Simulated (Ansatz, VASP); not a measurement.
## One calculation of BP, two programs

```xyz
2
Lattice="0.0000 2.2661 2.2661 2.2661 0.0000 2.2661 2.2661 2.2661 0.0000" Properties=species:S:1:pos:R:3 pbc="T T T"
B     0.0000    0.0000    0.0000
P     3.3991    3.3991    3.3991
```

Alike in both runs: task relaxation of cell and atoms; functional LDA; k mesh 10 × 10 × 10; occupations gaussian, width 0.02 eV; no spin polarisation.

|  | VASP | Ansatz |
| --- | --- | --- |
| version | VASP 6.6.1 | Ansatz 0.2.0 |
| potentials or method | VASP PAW LDA potentials, release 64 (B, P), cutoff 500 eV | scalar-relativistic, plane waves, PAW |
| valence electrons in the cell | 8 | 8 |

```csv
,VASP,Ansatz,Ansatz less VASP
"gap on the k mesh at the Fermi level, each at its own relaxed structure (eV)",1.15,1.15,-0.001
relaxed volume (Å³/atom),11.31,11.32,+0.007
relaxed cell length with the largest relative difference (Å),3.175,3.175,+0.0007
```

Ansatz warns that its potentials were made for another functional, while VASP's fit it. LDA's correlation is that of Perdew and Zunger in VASP and of Perdew and Wang (1992) in Ansatz.
